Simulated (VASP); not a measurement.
# La (Pm-3m) in VASP: a series of runs

La is run at these levels: RPBE; tasks: single point.

Program: VASP 6.6.1. These are calculated values, not measurements. Logs are shortened: lines on timing, memory, paths and dates and some standing lists are left out, and cuts for length are marked.

## Step 1: The cell of the first run

It takes space group Pm-3m (No. 221, cubic). Conventional cell: a = 3.340 Å, b = 3.340 Å, c = 3.340 Å, α = 90.00°, β = 90.00°, γ = 90.00°. La (site symmetry m-3m) has 6 La at 3.34 Å within 4.4 Å.

## Step 2: Single point, RPBE (volume scaled by 0.96)

The input, INCAR:

```
PREC = Accurate
ENCUT = 520
EDIFF = 1E-7
ISMEAR = -1
SIGMA = 0.1
LREAL = False
LASPH = True
NELM = 80
ALGO = Normal
ISIF = 2
LWAVE = False
LCHARG = False
GGA = RP
NBANDS = 12
```

The input, KPOINTS:

```
regular mesh
0
Gamma
  11 11 11
```

The input, POSCAR:

```
La
1.0
    3.3400929830      0.0000000000      0.0000000000
    0.0000000000      3.3400929830      0.0000000000
    0.0000000000      0.0000000000      3.3400929830
La
1
Direct
    0.0000000000      0.0000000000      0.0000000000
```

Potentials or basis: VASP PAW PBE potentials, release 64 (La).

Run with:

```console
$ cat potpaw_PBE.64/La/POTCAR > POTCAR
$ mpirun -np 1 vasp_std > vasp.out
```

OUTCAR:

```text
PREC = Accurate
   ENCUT = 520
   EDIFF = 1E-7
   ISMEAR = -1
   LREAL = False
   LASPH = True
   NELM = 80
   ISIF = 2
   GGA = RP

 ion  position               nearest neighbor table
   1  0.000  0.000  0.000-

  LATTYP: Found a simple cubic cell.
 ALAT       =     3.3400929830

  Lattice vectors:

 A1 = (   3.3400929830,   0.0000000000,   0.0000000000)
 A2 = (   0.0000000000,   3.3400929830,   0.0000000000)
 A3 = (   0.0000000000,   0.0000000000,   3.3400929830)

Analysis of symmetry for initial positions (statically):
=====================================================================
 Subroutine PRICEL returns:
 Original cell was already a primitive cell.

 Routine SETGRP: Setting up the symmetry group for a
 simple cubic supercell.

 Subroutine GETGRP returns: Found 48 space group operations
 (whereof 48 operations were pure point group operations)
 out of a pool of 48 trial point group operations.

The static configuration has the point symmetry O_h .

Analysis of symmetry for dynamics (positions and initial velocities):
=====================================================================
 Subroutine PRICEL returns:
 Original cell was already a primitive cell.

 Routine SETGRP: Setting up the symmetry group for a
 simple cubic supercell.

 Subroutine GETGRP returns: Found 48 space group operations
 (whereof 48 operations were pure point group operations)
 out of a pool of 48 trial point group operations.

The dynamic configuration has the point symmetry O_h .

 Subroutine INISYM returns: Found 48 space group operations
 (whereof 48 operations are pure point group operations),
 and found     1 'primitive' translations

----------------------------------------------------------------------------------------

                                     Primitive cell

  volume of cell :      37.2628

  direct lattice vectors                    reciprocal lattice vectors
     3.340092983  0.000000000  0.000000000     0.299392863  0.000000000  0.000000000
     0.000000000  3.340092983  0.000000000     0.000000000  0.299392863  0.000000000
     0.000000000  0.000000000  3.340092983     0.000000000  0.000000000  0.299392863

  length of vectors
     3.340092983  3.340092983  3.340092983     0.299392863  0.299392863  0.299392863

  position of ions in fractional coordinates (direct lattice)
     0.000000000  0.000000000  0.000000000

  ion indices of the primitive-cell ions
   primitive index   ion index
                 1           1

----------------------------------------------------------------------------------------

 KPOINTS: regular mesh

Automatic generation of k-mesh.
 Grid dimensions read from file:
 generate k-points for:   11   11   11

 Generating k-lattice:

  Cartesian coordinates                     Fractional coordinates (reciprocal lattice)
     0.027217533  0.000000000  0.000000000     0.090909091  0.000000000  0.000000000
     0.000000000  0.027217533  0.000000000     0.000000000  0.090909091  0.000000000
     0.000000000  0.000000000  0.027217533     0.000000000  0.000000000  0.090909091

  Length of vectors
     0.027217533  0.027217533  0.027217533

  Shift w.r.t. Gamma in fractional coordinates (k-lattice)
     0.000000000  0.000000000  0.000000000

 Subroutine IBZKPT returns following result:
 ===========================================

 Found     56 irreducible k-points:

 Following reciprocal coordinates:
            Coordinates               Weight
  0.000000  0.000000  0.000000      1.000000
  0.090909  0.000000  0.000000      6.000000
  0.181818  0.000000  0.000000      6.000000
  0.272727  0.000000  0.000000      6.000000
  0.363636  0.000000  0.000000      6.000000
  0.454545  0.000000  0.000000      6.000000
[... 16 lines left out ...]
  0.181818  0.090909  0.090909     24.000000
  0.272727  0.090909  0.090909     24.000000
 [... further k-points ...]
   k-points           NKPTS =     56   k-points in BZ     NKDIM =     56   number of bands    NBANDS=     12
   number of dos      NEDOS =    301   number of ions     NIONS =      1
   total plane-waves  NPLWV =  21952
   dimension x,y,z NGX =    28 NGY =   28 NGZ =   28
   dimension x,y,z NGXF=    56 NGYF=   56 NGZF=   56
   ions per type =               1
   NGX,Y,Z   is equivalent  to a cutoff of  13.94, 13.94, 13.94 a.u.
   NGXF,Y,Z  is equivalent  to a cutoff of  27.87, 27.87, 27.87 a.u.
 SYSTEM =  unknown system
   PREC   = accura    normal or accurate (medium, high low for compatibility)
   ISTART =      0    job   : 0-new  1-cont  2-samecut
   ICHARG =      2    charge: 1-file 2-atom 10-const
   ISPIN  =      1    spin polarized calculation?
   LNONCOLLINEAR =      F non collinear calculations
   LSORBIT =      F    spin-orbit coupling
   LASPH  =      T    aspherical Exc in radial PAW
   ENCUT  =  520.0 eV  38.22 Ry    6.18 a.u.   6.21  6.21  6.21*2*pi/ulx,y,z
   NELM   =     80;   NELMIN=  2; NELMDL= -5     # of ELM steps
   EDIFF  = 0.1E-06   stopping-criterion for ELM
   LREAL  =      F    real-space projection
   EDIFFG = 0.1E-05   stopping-criterion for IOM
   NSW    =      0    number of steps for IOM
   IBRION =     -1    ionic relax: 0-MD 1-quasi-New 2-CG
   NFREE  =      0    steps in history (QN), initial steepest desc. (CG)
   ISIF   =      2    stress and relaxation
   ISYM   =      2    0-nonsym 1-usesym 2-fastsym
   POTIM  = 0.5000    time-step for ionic-motion
   TEBEG  =    0.0;   TEEND  =   0.0 temperature during run
   PSTRESS=    0.0 pullay stress
   NELECT =      11.0000    total number of electrons
   NUPDOWN=      -1.0000    fix difference up-down
   EMIN   =  10.00;   EMAX   =-10.00  energy-range for DOS
   EFERMI =   0.00;   METHOD = LEGACY
   ISMEAR =    -1;   SIGMA  =   0.10  broadening in eV -4-tet -1-fermi 0-gaus
   EFERMI_NEDOS =   21; number of points for ismear=-14 and -15
   IALGO  =     38    algorithm
   IMIX   =      4    mixing-type and parameters
     AMIX     =   0.40;   BMIX     =  1.00
     AMIX_MAG =   1.60;   BMIX_MAG =  1.00
  volume/ion in A,a.u.               =      37.26       251.46
  Fermi-wavevector in a.u.,A,eV,Ry     =   1.090052  2.059899 16.166621  1.188213
  Thomas-Fermi vector in A             =   2.226268
   LORBIT       =      0    0 simple, 1 ext, 2 COOP (PROOUT), +10 PAW based schemes
   GGA     = RP    functional components
   LHFCALC =     F    Hartree Fock is set to
   AEXX    =    0.0000 exact exchange contribution
   IVDW    =     0    specifies the selected vdW correction
   LEPSILON=     F    determine dielectric tensor
   LRPA    =     F    only Hartree local field effects (RPA)
 non-spin polarized calculation
  energy-cutoff  :      520.00
  volume of cell :       37.26
 maximum number of plane-waves:      1021
 NGX is ok and might be reduce to    28
   NGX = 13   NGY = 13   NGZ = 13

 number of electron      10.9999998 magnetization

 Free energy of the ion-electron system (eV)
  ---------------------------------------------------
  ext. energy  EPLUGINS =         0.00000000
  ---------------------------------------------------
  free energy    TOTEN  =        -4.05178132 eV

  energy without entropy =       -3.97836874  energy(sigma->0) =       -4.01507503

 E-fermi :   7.7761     XC(G=0):  -9.4101

 val. band max:        7.7653726312   @ k =   0.4545   0.2727   0.0000
 cond. band min:       7.7810736067   @ k =   0.1818   0.0909   0.0000
 fundamental gap:      0.0157009755
 Fermi energy:         7.7761274651

 k-point     1 :       0.0000    0.0000    0.0000
  band No.  band energies     occupation
      1     -25.3508      2.00000
      2      -8.1180      2.00000
      3      -8.1180      2.00000
      4      -8.1180      2.00000
      5       4.9243      2.00000
      6       6.7004      1.99996
      7       6.7004      1.99996
      8       9.6220      0.00000
      9       9.6220      0.00000
     10       9.6220      0.00000
     11       9.8181      0.00000
     12       9.8181      0.00000

 k-point     2 :       0.0909    0.0000    0.0000
  band No.  band energies     occupation
      1     -25.3335      2.00000
      2      -8.2881      2.00000
      3      -8.1035      2.00000
      4      -8.1035      2.00000
      5       5.1160      2.00000
      6       6.7509      1.99993
      7       6.9537      1.99946
      8       9.5977      0.00000
      9       9.6314      0.00000
     10       9.6314      0.00000
     11       9.7815      0.00000
     12       9.8244      0.00000

 k-point     3 :       0.1818    0.0000    0.0000
  band No.  band energies     occupation
      1     -25.2867      2.00000
      2      -8.7176      2.00000
      3      -8.0644      2.00000
      4      -8.0644      2.00000
      5       5.5560      2.00000
      6       6.8947      1.99970
      7       7.7184      1.28084
      8       9.5255      0.00000
      9       9.6578      0.00000
     10       9.6578      0.00000
     11       9.6580      0.00000
     12       9.8463      0.00000
[... 286 lines left out ...]
 k-point    23 :       0.1818    0.0909    0.0909
  band No.  band energies     occupation
      1     -25.2526      2.00000
      2      -8.6839      2.00000
      3      -8.2240      2.00000
      4      -8.2070      2.00000
      5       5.9604      2.00000
      6       7.2695      1.98747
      7       7.8357      0.71044
      8       9.4660      0.00000
      9       9.5014      0.00000
     10       9.6353      0.00000
     11       9.6897      0.00000
     12       9.9157      0.00000

 k-point    24 :       0.2727    0.0909    0.0909
  band No.  band energies     occupation
      1     -25.1905      2.00000
      2      -9.1943      2.00000
      3      -8.1689      2.00000
      4      -8.1528      2.00000
      5       6.4535      2.00000
      6       7.4686      1.91174
      7       8.7143      0.00017
      8       9.3094      0.00000
      9       9.3124      0.00000
     10       9.6444      0.00000
     11       9.7299      0.00000
     12       9.9547      0.00000

 [... further k-points ...]
[... 5 lines left out ...]
  --------------------------------------------------------------------------------------
  -------------------------------------------------------------------------------------
  Total        0.2275885      0.2275885      0.2275885     -0.0000000     -0.0000000      0.0000000
  in kB        9.7855502      9.7855502      9.7855502     -0.0000000     -0.0000000      0.0000000
  external PRESSURE =       9.7855502 kB  Pullay stress =       0.0000000 kB

 VOLUME and BASIS-vectors are now :
 -----------------------------------------------------------------------------
  energy-cutoff  :      520.00
  volume of cell :       37.26
      direct lattice vectors                 reciprocal lattice vectors
     3.340092983  0.000000000  0.000000000     0.299392863  0.000000000  0.000000000
     0.000000000  3.340092983  0.000000000     0.000000000  0.299392863  0.000000000
     0.000000000  0.000000000  3.340092983     0.000000000  0.000000000  0.299392863

 POSITION                                       TOTAL-FORCE (eV/Angst)
 -----------------------------------------------------------------------------------
      0.00000      0.00000      0.00000         0.000000      0.000000      0.000000
 -----------------------------------------------------------------------------------
    total drift:                                0.000000      0.000000      0.000000

  FREE ENERGIE OF THE ION-ELECTRON SYSTEM (eV)
  ---------------------------------------------------
  free  energy   TOTEN  =        -4.0517813219 eV

  energy  without entropy=       -3.9783687449  energy(sigma->0) =       -4.01507503
```

Wall time 41 s (1 thread of Intel Xeon Platinum 8488C (Sapphire Rapids), shared host); peak memory 0.18 GiB.

Results:

* Free energy: -4.0518 eV
* Pressure: 1.0 GPa

Caveat: the PAW data sets were made with another functional, which shifts forces and pressure a little; spin-orbit coupling is left out, which moves the levels of the heavy elements.

(Part 1 of 2 ends here.)
